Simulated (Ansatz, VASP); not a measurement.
**NaH: VASP beside Ansatz**

INCAR

```
PREC     = Accurate       # precision mode
ENCUT    = 520            # plane-wave cutoff, eV
EDIFF    = 1E-7           # SCF threshold, eV
ISMEAR   = -1             # smearing method
SIGMA    = 0.02           # smearing width, eV
LREAL    = F              # projectors in reciprocal space
LASPH    = T              # aspherical terms in the spheres
NELM     = 60             # most SCF steps
ALGO     = Normal         # electronic algorithm
ISIF     = 2              # what is computed and relaxed
LWAVE    = F              # write WAVECAR
LCHARG   = F              # write CHGCAR
GGA      = PE             # functional
NBANDS   = 11             # bands
```

KPOINTS

```
regular mesh
0
Gamma
  10 10 10
```

The input POSCAR:

```
NaH
1.0
    0.0206146143      2.3941517743      2.3941517743
    2.3941517743      0.0206146143      2.3941517743
    2.3941517743      2.3941517743      0.0206146143
Na H
1 1
Direct
    0.0000000000      0.0000000000      0.0000000000
    0.5000000000      0.5000000000      0.5000000000
```

Input for Ansatz:

```yaml
crystal:
  lattice:
    - [0.0206146143, 2.3941517743, 2.3941517743]
    - [2.3941517743, 0.0206146143, 2.3941517743]
    - [2.3941517743, 2.3941517743, 0.0206146143]
  atoms:
    - { symbol: Na, position: [0.0, 0.0, 0.0] }
    - { symbol: H, position: [0.5, 0.5, 0.5] }
kpoints:
  mp_grid: { grid: [10, 10, 10] }
  band_path:
    path:
      - [0.0, 0.0, 0.0]
      - [0.5, 0.0, 0.5]
      - [0.625, 0.25, 0.625]
      - [0.375, 0.375, 0.75]
      - [0.5, 0.5, 0.5]
      - [0.5, 0.25, 0.75]
    npoints: 1
hamiltonian:
  xc: pbe
scf:
  occupations: { method: fermi_dirac, width: 0.02 }
  n_extra_bands: 4
output:
  forces: true
  stress: true
  eigenvalues: true
```

Change from the starting cell: epitaxial_111 strain -1.0%.

Alike in both runs: task single point; functional PBE; k mesh 10 × 10 × 10; occupations fermi-dirac, width 0.02 eV; no spin polarisation.

|  | VASP | Ansatz |
| --- | --- | --- |
| version | VASP 6.6.1 | Ansatz 0.2.0 |
| potentials or method | VASP PAW PBE potentials, release 64 (Na_pv, H) | plane waves, PAW |
| plane-wave cutoff (eV) | 520 | 420 |
| valence electrons in the cell | 8 | 10 |

```csv
,VASP,Ansatz,Ansatz less VASP
gap on the k mesh at the Fermi level (eV),3.77,3.77,+0.002
pressure (GPa),1.0,1.0,+0.03
"traceless stress, the component that is largest in VASP (GPa)",-0.20,-0.20,0.000
```

VASP's potentials hold 8 valence electrons a cell and Ansatz's 10, so a difference there can come from the potentials and not from the codes.
